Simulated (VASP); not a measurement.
# K (P4/mmm) in VASP: further runs

Runs on K. Level: LDA. Tasks: single point.

Program: VASP 6.6.1. These are calculated values, not measurements. Logs are shortened: lines on timing, memory, paths and dates and some standing lists are left out, and cuts for length are marked.

## 1. The cell of the first run

It takes space group P4/mmm (No. 123, tetragonal). Conventional cell: a = 10.382 Å, b = 10.382 Å, c = 4.195 Å, α = 90.00°, β = 90.00°, γ = 90.00°. K (site symmetry 4/mmm) has 2 K at 4.19 Å within 5.5 Å.

## 2. Single point, LDA (strain +0.030 along x and y, -0.030 along z)

INCAR

```
ALGO = Normal
EDIFF = 1E-6
ENCUT = 520
ISIF = 2
ISMEAR = 0
LASPH = T
LCHARG = T
LELF = T
LREAL = F
LVHAR = T
LWAVE = F
NBANDS = 10
NELM = 100
PREC = Accurate
SIGMA = 0.15
```

KPOINTS

```
k-points
0
Gamma
  6 6 12
```

POSCAR

```
K
1.0
   10.3819937577      0.0000000000      0.0000000000
    0.0000000000     10.3819937577      0.0000000000
    0.0000000000      0.0000000000      4.1948603801
K
1
Direct
    0.0000000000      0.0000000000      0.0000000000
```

Potentials or basis: VASP PAW LDA potentials, release 64 (K_sv).

On the command line:

```
$ cat potpaw_LDA.64/K_sv/POTCAR > POTCAR
$ mpirun -np 1 vasp_std > vasp.out
```

OUTCAR:

```text
EDIFF = 1E-6
   ENCUT = 520
   ISIF = 2
   ISMEAR = 0
   LASPH = T
   LREAL = F
   NELM = 100
   PREC = Accurate

 ion  position               nearest neighbor table
   1  0.000  0.000  0.000-

  LATTYP: Found a simple tetragonal cell.
 ALAT       =    10.3819937577
 C/A-ratio  =     0.4040515221

  Lattice vectors:

 A1 = (  10.3819937577,   0.0000000000,   0.0000000000)
 A2 = (   0.0000000000,  10.3819937577,   0.0000000000)
 A3 = (   0.0000000000,   0.0000000000,   4.1948603801)

Analysis of symmetry for initial positions (statically):
=====================================================================
 Subroutine PRICEL returns:
 Original cell was already a primitive cell.

 Routine SETGRP: Setting up the symmetry group for a
 simple tetragonal supercell.

 Subroutine GETGRP returns: Found 16 space group operations
 (whereof 16 operations were pure point group operations)
 out of a pool of 16 trial point group operations.

The static configuration has the point symmetry D_4h.

Analysis of symmetry for dynamics (positions and initial velocities):
=====================================================================
 Subroutine PRICEL returns:
 Original cell was already a primitive cell.

 Routine SETGRP: Setting up the symmetry group for a
 simple tetragonal supercell.

 Subroutine GETGRP returns: Found 16 space group operations
 (whereof 16 operations were pure point group operations)
 out of a pool of 16 trial point group operations.

The dynamic configuration has the point symmetry D_4h.

 Subroutine INISYM returns: Found 16 space group operations
 (whereof 16 operations are pure point group operations),
 and found     1 'primitive' translations

----------------------------------------------------------------------------------------

                                     Primitive cell

  volume of cell :     452.1464

  direct lattice vectors                    reciprocal lattice vectors
    10.381993758  0.000000000  0.000000000     0.096320613  0.000000000  0.000000000
     0.000000000 10.381993758  0.000000000     0.000000000  0.096320613  0.000000000
     0.000000000  0.000000000  4.194860380     0.000000000  0.000000000  0.238386957

  length of vectors
    10.381993758 10.381993758  4.194860380     0.096320613  0.096320613  0.238386957

  position of ions in fractional coordinates (direct lattice)
     0.000000000  0.000000000  0.000000000
[... 80 lines left out ...]
   IBRION =     -1    ionic relax: 0-MD 1-quasi-New 2-CG
   NFREE  =      0    steps in history (QN), initial steepest desc. (CG)
   ISIF   =      2    stress and relaxation
   ISYM   =      2    0-nonsym 1-usesym 2-fastsym
   POTIM  = 0.5000    time-step for ionic-motion
   TEBEG  =    0.0;   TEEND  =   0.0 temperature during run
   PSTRESS=    0.0 pullay stress
   NELECT =       9.0000    total number of electrons
   NUPDOWN=      -1.0000    fix difference up-down
   EMIN   =  10.00;   EMAX   =-10.00  energy-range for DOS
   EFERMI =   0.00;   METHOD = LEGACY
   ISMEAR =     0;   SIGMA  =   0.15  broadening in eV -4-tet -1-fermi 0-gaus
   EFERMI_NEDOS =   21; number of points for ismear=-14 and -15
   IALGO  =     38    algorithm
   IMIX   =      4    mixing-type and parameters
     AMIX     =   0.40;   BMIX     =  1.00
     AMIX_MAG =   1.60;   BMIX_MAG =  1.00
  volume/ion in A,a.u.               =     452.15      3051.23
  Fermi-wavevector in a.u.,A,eV,Ry     =   0.443673  0.838420  2.678245  0.196845
  Thomas-Fermi vector in A             =   1.420317
   LORBIT       =      0    0 simple, 1 ext, 2 COOP (PROOUT), +10 PAW based schemes
   GGA     = CA    functional components
   LHFCALC =     F    Hartree Fock is set to
   AEXX    =    0.0000 exact exchange contribution
   IVDW    =     0    specifies the selected vdW correction
   LEPSILON=     F    determine dielectric tensor
   LRPA    =     F    only Hartree local field effects (RPA)
 non-spin polarized calculation
 Gauss-broadening in eV      SIGMA  =   0.15
  energy-cutoff  :      520.00
  volume of cell :      452.15
 maximum number of plane-waves:     12228
 NGX is ok and might be reduce to    80
   NGX = 39   NGY = 39   NGZ = 15

 number of electron       9.0000000 magnetization

 Free energy of the ion-electron system (eV)
  ---------------------------------------------------
  ext. energy  EPLUGINS =         0.00000000
  ---------------------------------------------------
  free energy    TOTEN  =        -0.60476776 eV

  energy without entropy =       -0.59071054  energy(sigma->0) =       -0.59773915

 E-fermi :  -2.1340     XC(G=0):  -2.0659

 val. band max:       -2.1341654461   @ k =   0.3333   0.1667   0.2500
 cond. band min:      -2.1334054075   @ k =   0.5000   0.0000   0.2500
 fundamental gap:      0.0007600386
 Fermi energy:        -2.1339549135

 k-point     1 :       0.0000    0.0000    0.0000
  band No.  band energies     occupation
      1     -34.3858      2.00000
      2     -18.1057      2.00000
      3     -18.1057      2.00000
      4     -18.0169      2.00000
      5      -2.7971      2.00000
      6      -0.7395      0.00000
      7      -0.7395      0.00000
      8      -0.2371      0.00000
      9       0.0078      0.00000
     10       0.5447      0.00000
[... 287 lines left out ...]
 k-point    24 :       0.5000    0.0000    0.1667
  band No.  band energies     occupation
      1     -34.3842      2.00000
      2     -18.1028      2.00000
      3     -18.1028      2.00000
      4     -18.0447      2.00000
      5      -2.4826      1.99899
      6      -0.8755      0.00000
      7      -0.5322      0.00000
      8       0.2020      0.00000
      9       0.5365      0.00000
     10       0.8335      0.00000

 [... further k-points ...]

------------------------ aborting loop because EDIFF is reached ----------------------------------------

  FORCE on cell =-STRESS in cart. coord.  units (eV):
  Direction    XX          YY          ZZ          XY          YZ          ZX
  --------------------------------------------------------------------------------------
  -------------------------------------------------------------------------------------
  Total       -0.0149273     -0.0149273     -0.2106569      0.0000000     -0.0000000      0.0000000
  in kB       -0.0528948     -0.0528948     -0.7464613      0.0000000     -0.0000000      0.0000000
  external PRESSURE =      -0.2840837 kB  Pullay stress =       0.0000000 kB

 VOLUME and BASIS-vectors are now :
 -----------------------------------------------------------------------------
  energy-cutoff  :      520.00
  volume of cell :      452.15
      direct lattice vectors                 reciprocal lattice vectors
    10.381993758  0.000000000  0.000000000     0.096320613  0.000000000  0.000000000
     0.000000000 10.381993758  0.000000000     0.000000000  0.096320613  0.000000000
     0.000000000  0.000000000  4.194860380     0.000000000  0.000000000  0.238386957

 POSITION                                       TOTAL-FORCE (eV/Angst)
 -----------------------------------------------------------------------------------
      0.00000      0.00000      0.00000         0.000000      0.000000      0.000000
 -----------------------------------------------------------------------------------
    total drift:                                0.000000      0.000000      0.000000

  FREE ENERGIE OF THE ION-ELECTRON SYSTEM (eV)
  ---------------------------------------------------
  free  energy   TOTEN  =        -0.6047677582 eV

  energy  without entropy=       -0.5907105424  energy(sigma->0) =       -0.59773915
```

Wall time 3.2 min (1 thread of Intel Xeon Platinum 8488C (Sapphire Rapids), shared host); peak memory 0.55 GiB.

What came out:

* Free energy: -0.6048 eV
* Pressure: 0.0 GPa

Levels at points of the mesh, in eV from the Fermi level:
```tsv
k point	band 2	band 3	band 4	band 5	band 6	band 7
(0.00, 0.00, 0.00)	-15.97	-15.97	-15.88	-0.66	1.39	1.39
(0.50, 0.00, 0.00)	-15.97	-15.97	-15.88	-0.64	1.06	1.44
(0.50, 0.50, 0.00)	-15.97	-15.97	-15.88	-0.62	1.12	1.12
(0.00, 0.00, 0.50)	-15.99	-15.96	-15.96	1.54	1.74	2.39
(0.50, 0.00, 0.50)	-15.99	-15.96	-15.96	1.56	1.78	2.32
(0.50, 0.50, 0.50)	-15.99	-15.96	-15.96	1.58	1.82	2.33
```

Caveat: the cell differs from its parent crystal (strain +0.030 along x and y, -0.030 along z).

## 3. Single point, LDA (strain +0.030 along x and y, +0.000 along z)

INCAR

```
SYSTEM = K
ALGO = Normal
EDIFF = 1E-6
ENCUT = 520
GGA = CA
ISIF = 2
ISMEAR = 0
LASPH = .True.
LCHARG = .True.
LELF = .True.
LREAL = .False.
LVHAR = .True.
LWAVE = .False.
NBANDS = 10
NELM = 100
PREC = Accurate
SIGMA = 0.15
```

KPOINTS

```
k-points
0
Gamma
  6 6 12
  0 0 0
```

POSCAR: that of step 2 with these lines changed.

```diff
@@ -4,3 +4,3 @@
     0.0000000000     10.3819937577      0.0000000000
-    0.0000000000      0.0000000000      4.1948603801
+    0.0000000000      0.0000000000      4.3245983300
 K
```

Potentials or basis: VASP PAW LDA potentials, release 64 (K_sv).

On the command line:

```
$ cat potpaw_LDA.64/K_sv/POTCAR > POTCAR
$ mpirun -np 1 vasp_std > vasp.out
```

Run time: 3.1 min. Hardware: 1 thread of Intel Xeon Platinum 8488C (Sapphire Rapids), shared host; peak memory 0.56 GiB.

Results (log left out):

```
Free energy : -0.5960 eV
Pressure    : 0.0 GPa
```

Stress tensor (GPa, compression positive):
```
-0.01  0.00  0.00
 0.00 -0.01  0.00
 0.00  0.00 -0.13
```

Levels at points of the mesh, in eV from the Fermi level:
```
           k point  band 1  band 2  band 3  band 4  band 5  band 6  band 7  band 8
(0.00, 0.00, 0.00)  -32.27  -15.99  -15.99  -15.91   -0.62    1.42    1.42    1.92
(0.50, 0.00, 0.00)  -32.27  -15.99  -15.99  -15.91   -0.60    1.08    1.46    2.11
(0.50, 0.50, 0.00)  -32.27  -15.99  -15.99  -15.91   -0.57    1.15    1.15    2.07
(0.00, 0.00, 0.50)  -32.26  -15.99  -15.98  -15.98    1.46    1.63    2.41    2.41
(0.50, 0.00, 0.50)  -32.26  -15.99  -15.98  -15.98    1.48    1.68    2.32    2.42
(0.50, 0.50, 0.50)  -32.26  -15.99  -15.98  -15.98    1.51    1.72    2.34    2.34
```

Caveat: the cell differs from its parent crystal (strain +0.030 along x and y, +0.000 along z).
